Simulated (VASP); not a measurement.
# YbN (P-6m2) in VASP: single point with LDA+U

Aim: the single point of YbN with LDA+U.

Program: VASP 6.6.1. These are calculated values, not measurements. Logs are shortened: lines on timing, memory, paths and dates and some standing lists are left out, and cuts for length are marked.

**1. The cell of the first run**

Symmetry: P-6m2, No. 187, hexagonal system. Conventional cell: a = 3.233 Å, b = 3.233 Å, c = 3.155 Å, α = 90.00°, β = 90.00°, γ = 120.00°. Within 3.2 Å of Yb (site symmetry -6m2) lie 6 N at 2.44 Å and 2 Yb at 3.16 Å. N (site symmetry -6m2) has 6 Yb at 2.44 Å and 2 N at 3.16 Å within 3.2 Å.

**2. Single point, LDA+U, collinear spin, zero start**

Contents of INCAR:

```
PREC = Accurate
ENCUT = 520
EDIFF = 1E-6
ISMEAR = 0
SIGMA = 0.05
LREAL = False
LASPH = True
NELM = 150
ALGO = Normal
ISIF = 2
LWAVE = False
LCHARG = False
ISPIN = 2
MAGMOM = 0 0
LORBIT = 11
NUPDOWN = 0.0
LMAXMIX = 6
LDAU = True
LDAUTYPE = 2
LDAUL = 3 -1
LDAUU = 6 0
LDAUJ = 0 0
LDAUPRINT = 1
GGA = CA
NBANDS = 26
```

Contents of KPOINTS:

```
Automatic mesh
0
Gamma
  7 7 6
```

Contents of POSCAR:

```
YbN
1.0
    3.2331443000      0.0000000000      0.0000000000
   -1.6165721500      2.7999851000      0.0000000000
    0.0000000000      0.0000000000      3.1553886500
Yb N
1 1
Direct
    0.0000000000      0.0000000000      0.0000000000
    0.6666666667      0.3333333333      0.5000000000
```

Potentials or basis: VASP PAW PBE potentials, release 64 (Yb, N).

On the command line:

```
cat potpaw_PBE.64/Yb/POTCAR potpaw_PBE.64/N/POTCAR > POTCAR
mpirun -np 1 vasp_std > vasp.out
```

OUTCAR:

```text
PREC = Accurate
   ENCUT = 520
   EDIFF = 1E-6
   ISMEAR = 0
   LREAL = False
   LASPH = True
   NELM = 150
   ISIF = 2
   ISPIN = 2
   LORBIT = 11
   NUPDOWN = 0.0
   GGA = CA

 ion  position               nearest neighbor table
   1  0.000  0.000  0.000-   2 2.44   2 2.44   2 2.44   2 2.44   2 2.44   2 2.44
   2  0.667  0.333  0.500-   1 2.44   1 2.44   1 2.44   1 2.44   1 2.44   1 2.44

  LATTYP: Found a hexagonal cell.
 ALAT       =     3.2331443000
 C/A-ratio  =     0.9759504548

  Lattice vectors:

 A1 = (   3.2331443000,   0.0000000000,   0.0000000000)
 A2 = (  -1.6165721500,   2.7999851000,   0.0000000000)
 A3 = (   0.0000000000,   0.0000000000,   3.1553886500)

Analysis of symmetry for initial positions (statically):
=====================================================================
 Subroutine PRICEL returns:
 Original cell was already a primitive cell.

 Routine SETGRP: Setting up the symmetry group for a
 hexagonal supercell.

 Subroutine GETGRP returns: Found 12 space group operations
 (whereof 12 operations were pure point group operations)
 out of a pool of 24 trial point group operations.

The static configuration has the point symmetry D_3h.

Analysis of symmetry for dynamics (positions and initial velocities):
=====================================================================
 Subroutine PRICEL returns:
 Original cell was already a primitive cell.

 Routine SETGRP: Setting up the symmetry group for a
 hexagonal supercell.

 Subroutine GETGRP returns: Found 12 space group operations
 (whereof 12 operations were pure point group operations)
 out of a pool of 24 trial point group operations.

The dynamic configuration has the point symmetry D_3h.

Analysis of structural, dynamic, and magnetic symmetry:
=====================================================================
 Subroutine PRICEL returns:
 Original cell was already a primitive cell.

 Routine SETGRP: Setting up the symmetry group for a
[... 183 lines left out ...]
  o =  0.9729  v =  0.0000  0.0000  0.0000  0.0000  0.0000  0.0000  0.0000  0.0000 -0.9842 -0.0000 -0.0000 -0.0000  0.1769 -0.0000      0.0000  0.0000  0.0000  0.0000  0.0000  0.0000  0.0000  0.0000  0.0000  0.0000  0.0000  0.0000  0.0000  0.0000
  o =  0.9729  v = -0.0000 -0.6650 -0.0000  0.0000  0.0000 -0.7469  0.0000  0.0000  0.0000  0.0000  0.0000  0.0000  0.0000  0.0000      0.0000  0.0000  0.0000  0.0000  0.0000  0.0000  0.0000  0.0000  0.0000  0.0000  0.0000  0.0000  0.0000  0.0000
  o =  0.9729  v = -0.0000  0.7469  0.0000  0.0000  0.0000 -0.6650  0.0000  0.0000  0.0000  0.0000  0.0000  0.0000  0.0000  0.0000      0.0000  0.0000  0.0000  0.0000  0.0000  0.0000  0.0000  0.0000  0.0000  0.0000  0.0000  0.0000  0.0000  0.0000
  o =  0.9808  v =  0.0000  0.0000  0.0000  0.0000  0.0000  0.0000  0.0000 -0.0000 -0.0000 -0.0000 -1.0000 -0.0000 -0.0000 -0.0000      0.0000  0.0000  0.0000  0.0000  0.0000  0.0000  0.0000  0.0000  0.0000  0.0000  0.0000  0.0000  0.0000  0.0000
  o =  0.9808  v = -0.0000  0.0000 -0.0000 -1.0000  0.0000 -0.0000  0.0000  0.0000  0.0000  0.0000  0.0000  0.0000  0.0000  0.0000      0.0000  0.0000  0.0000  0.0000  0.0000  0.0000  0.0000  0.0000  0.0000  0.0000  0.0000  0.0000  0.0000  0.0000
  o =  0.9904  v =  1.0000  0.0000  0.0000 -0.0000 -0.0000 -0.0000  0.0000  0.0000  0.0000  0.0000  0.0000  0.0000  0.0000  0.0000      0.0000  0.0000  0.0000  0.0000  0.0000  0.0000  0.0000  0.0000  0.0000  0.0000  0.0000  0.0000  0.0000  0.0000
  o =  0.9904  v =  0.0000  0.0000  0.0000  0.0000  0.0000  0.0000  0.0000  1.0000  0.0000  0.0000 -0.0000 -0.0000 -0.0000  0.0000      0.0000  0.0000  0.0000  0.0000  0.0000  0.0000  0.0000  0.0000  0.0000  0.0000  0.0000  0.0000  0.0000  0.0000

 number of electron      28.9999989 magnetization      -0.0000000

 Free energy of the ion-electron system (eV)
  ---------------------------------------------------
  ext. energy  EPLUGINS =         0.00000000
  ---------------------------------------------------
  free energy    TOTEN  =       -13.68525755 eV

  energy without entropy =      -13.67961862  energy(sigma->0) =      -13.68243809

 E-fermi :   1.9615     XC(G=0): -12.4018

 val. band max:        1.9581853427   @ k =   0.2857   0.1429   0.1667
 cond. band min:       2.0345828437   @ k =   0.1429   0.0000   0.1667
 fundamental gap:      0.0763975010
 Fermi energy:         1.9614552212

 spin component 1

 k-point     1 :       0.0000    0.0000    0.0000
  band No.  band energies     occupation
      1     -47.1332      1.00000
      2     -19.3334      1.00000
      3     -19.3159      1.00000
      4     -19.3159      1.00000
      5     -10.9317      1.00000
      6       0.6081      1.00000
[... 1385 lines left out ...]
     25      21.0593      0.00000
     26      25.3749      0.00000

 [... further k-points ...]
[... 5 lines left out ...]
  --------------------------------------------------------------------------------------
  -------------------------------------------------------------------------------------
  Total       -0.5752351     -0.5752351     -3.1629021      0.0000000     -0.0000000      0.0000000
  in kB      -32.2643044    -32.2643044   -177.4036977      0.0000000     -0.0000000      0.0000000
  external PRESSURE =     -80.6441022 kB  Pullay stress =       0.0000000 kB

 VOLUME and BASIS-vectors are now :
 -----------------------------------------------------------------------------
  energy-cutoff  :      520.00
  volume of cell :       28.56
      direct lattice vectors                 reciprocal lattice vectors
     3.233144300  0.000000000  0.000000000     0.309296433  0.178572379  0.000000000
    -1.616572150  2.799985100  0.000000000     0.000000000  0.357144758  0.000000000
     0.000000000  0.000000000  3.155388650     0.000000000  0.000000000  0.316918171

 POSITION                                       TOTAL-FORCE (eV/Angst)
 -----------------------------------------------------------------------------------
      0.00000      0.00000      0.00000         0.000000      0.000000      0.000000
      1.61657      0.93333      1.57769        -0.000000      0.000000      0.000000
 -----------------------------------------------------------------------------------
    total drift:                               -0.000000      0.000000      0.000000

  FREE ENERGIE OF THE ION-ELECTRON SYSTEM (eV)
  ---------------------------------------------------
  free  energy   TOTEN  =       -13.6852575471 eV

  energy  without entropy=      -13.6796186247  energy(sigma->0) =      -13.68243809

 total charge

# of ion       s       p       d       f       tot
--------------------------------------------------
    1        2.157   6.080   0.503  13.603  22.343
    2        1.248   2.320   0.000   0.000   3.567
--------------------------------------------------
tot          3.404   8.400   0.503  13.603  25.910

 magnetization (x)

# of ion       s       p       d       f       tot
--------------------------------------------------
    1        0.000  -0.000  -0.000  -0.000  -0.000
    2       -0.000  -0.000   0.000   0.000  -0.000
--------------------------------------------------
tot         -0.000  -0.000  -0.000  -0.000  -0.000
```

OSZICAR:

```text
N       E                     dE             d eps       ncg     rms          rms(c)
DAV:   1     0.161731892756E+03    0.16173E+03   -0.95927E+03  4906   0.770E+03
DAV:   2     0.784991397589E+01   -0.15388E+03   -0.14056E+03  4382   0.769E+02
[... 15 lines left out ...]
DAV:  18    -0.136859194760E+02    0.72228E-03   -0.29270E-04  6060   0.106E+00    0.969E-01
DAV:  19    -0.136852573820E+02    0.66209E-03   -0.75833E-04  5662   0.196E+00    0.346E-01
DAV:  20    -0.136852522732E+02    0.51088E-05   -0.39400E-04  6180   0.372E-01    0.957E-02
DAV:  21    -0.136852592402E+02   -0.69670E-05   -0.37511E-05  5214   0.763E-02    0.179E-01
DAV:  22    -0.136852569778E+02    0.22624E-05   -0.25336E-06  4104   0.577E-02    0.997E-02
DAV:  23    -0.136852575471E+02   -0.56927E-06   -0.45728E-06  5392   0.643E-02
   1 F= -.13685258E+02 E0= -.13682438E+02  d E =-.563892E-02  mag=    -0.0000
```

stdout:

```text
POSCAR found type information on POSCAR YbN
 POSCAR found :  2 types and       2 ions
 scaLAPACK will be used
 -----------------------------------------------------------------------------
|                                                                             |
|                                                                             |
|     You enforced a specific xc type in the INCAR file but a different       |
|     I HOPE YOU KNOW WHAT YOU ARE DOING!                                     |
|                                                                             |
 -----------------------------------------------------------------------------

 LDA part: xc-table for (Slater(with rela. corr.)+CA(PZ))
 , standard interpolation
 POSCAR, INCAR and KPOINTS ok, starting setup
 FFT: planning ... GRIDC
 FFT: planning ... GRID_SOFT
 FFT: planning ... GRID
 WAVECAR not read
 entering main loop
```

It took 35 s on 1 thread of Intel Xeon Platinum 8488C (Sapphire Rapids), shared host; peak memory 0.17 GiB.

What came out:

```
Free energy                                           : -13.6853 eV
Pressure                                              : -8.1 GPa
Net moment                                            : 0.00 μB per cell
Valence electrons inside the program's atomic spheres : Yb 22.34; N 3.57
```

Eigenvalues of the final occupation matrices:
| site | spin | trace | eigenvalues |
| --- | --- | --- | --- |
| site 1 f | 1 | 6.81 | 0.96 0.96 0.97 0.97 0.97 0.98 0.99 |
| site 1 f | 2 | 6.81 | 0.96 0.96 0.97 0.97 0.97 0.98 0.99 |

Caveat: the PAW data sets were made with another functional, which shifts forces and pressure a little; spin-orbit coupling is left out, which moves the levels of the heavy elements; the total moment is fixed, so each spin has its own Fermi level.
